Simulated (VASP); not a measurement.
Set up this calculation in VASP 6.6.1, as the native input.

```yaml
Task: single point
Functional: r2SCAN
Potentials_or_basis: VASP PAW PBE potentials, release 64 (Cu, O)
Cutoff: 520 eV
k_mesh: 6 × 6 × 5
Occupations: gaussian, width 0.05 eV
Spin: collinear spin, ferromagnetic start
Starting_moments: "[0.38, 0.38, 0.16, 0.16] μB"
Hubbard_terms: Cu d U = 4.0 eV
Dipole_correction: no
Further_INCAR_settings: ALGO = Normal; EDIFF = 1e-06; NBANDS = 29
```

Crystal: CuO.

```
Cu O
1.0
     3.42205    0.00000    0.00000
     0.00000    3.42205    0.00000
     0.00000    0.00000    4.26046
Cu O
2 2
Direct
  0.00000 0.50000 0.00000
  0.50000 0.00000 0.50000
  0.00000 0.00000 0.25000
  0.00000 0.00000 0.75000
```

One way to write it, as run:

POSCAR

```
CuO
1.0
    3.4220509700      0.0000000000      0.0000000000
    0.0000000000      3.4220509700      0.0000000000
    0.0000000000      0.0000000000      4.2604614800
Cu O
2 2
Direct
    0.0000000000      0.5000000000      0.0000000000
    0.5000000000      0.0000000000      0.5000000000
    0.0000000000      0.0000000000      0.2500000000
    0.0000000000      0.0000000000      0.7500000000
```

INCAR.step1

```
SYSTEM = CuO
ALGO = Normal
EDIFF = 1E-4
ENCUT = 520
GGA = PE
ISMEAR = 0
ISPIN = 2
LASPH = .True.
LCHARG = .False.
LDAU = .True.
LDAUJ = 0 0
LDAUL = 2 -1
LDAUTYPE = 2
LDAUU = 4 0
LMAXMIX = 4
LREAL = .False.
LWAVE = .True.
MAGMOM = 0.38 0.38 0.16 0.16
NBANDS = 29
NELM = 150
PREC = Accurate
SIGMA = 0.05
```

INCAR.step2

```
SYSTEM = CuO
ALGO = Normal
EDIFF = 1E-6
ENCUT = 520
ISIF = 2
ISMEAR = 0
ISPIN = 2
ISTART = 1
LASPH = .True.
LCHARG = .True.
LDAU = .True.
LDAUJ = 0 0
LDAUL = 2 -1
LDAUPRINT = 1
LDAUTYPE = 2
LDAUU = 4 0
LELF = .True.
LMAXMIX = 4
LMIXTAU = .True.
LORBIT = 11
LREAL = .False.
LVHAR = .True.
LWAVE = .False.
MAGMOM = 0.38 0.38 0.16 0.16
METAGGA = R2SCAN
NBANDS = 29
NELM = 150
PREC = Accurate
SIGMA = 0.05
```

KPOINTS

```
k-points
0
Gamma
  6 6 5
  0 0 0
```

Potentials or basis: VASP PAW PBE potentials, release 64 (Cu, O).

Run with:

```sh
$ cat potpaw_PBE.64/Cu/POTCAR potpaw_PBE.64/O/POTCAR > POTCAR
$ cp INCAR.step1 INCAR
$ mpirun -np 1 vasp_std > vasp.out
$ cp INCAR.step2 INCAR
$ mpirun -np 1 vasp_std > vasp.out
```

Results of the run:

```yaml
Pressure: -6.5 GPa
Net_moment: 1.08 μB per cell
Site_moments: Cu +0.39; O +0.15 μB
Valence_electrons_inside_the_program's_atomic_spheres: Cu 9.89; O 4.93
```

Caveat: the cell stands under tension; the PAW data sets were made with another functional, which shifts forces and pressure a little.

It took 3.1 min on 1 thread of AMD EPYC 9R45 96-Core Processor (Zen 5) (shared host), peak memory 0.2 GiB.
